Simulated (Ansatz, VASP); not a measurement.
# Two plane-wave programs on ZnS

```
Zn S
1.0
     0.33605    2.85638    2.85638
     2.85638    0.33605    2.85638
     2.85638    2.85638    0.33605
Zn S
1 1
Direct
  0.00000 0.00000 0.00000
  0.75000 0.75000 0.75000
```

Alike in both runs: task single point; functional PBEsol; k mesh 10 × 10 × 10; occupations gaussian, width 0.05 eV; no spin polarisation.

```csv
,VASP,Ansatz
version,VASP 6.6.1,Ansatz 0.2.0
potentials or method,"VASP PAW PBE potentials, release 64 (Zn, S), cutoff 520 eV","scalar-relativistic, plane waves, PAW"
valence electrons in the cell,18,18
```

|  | VASP | Ansatz | Ansatz less VASP |
| --- | --- | --- | --- |
| gap on the k mesh at the Fermi level (eV) | 1.20 | 1.20 | +0.001 |
| pressure (GPa) | 3.9 | 3.8 | -0.19 |
| traceless stress, the component that is largest in VASP (GPa) | -7.09 | -7.05 | +0.040 |
| rms of the force components (eV/Å) | 0.354 | 0.347 | -0.0072 |

VASP's potentials were made for PBE, not for PBEsol. Atom by atom the forces differ by 0.007 eV/Å (rms over components).
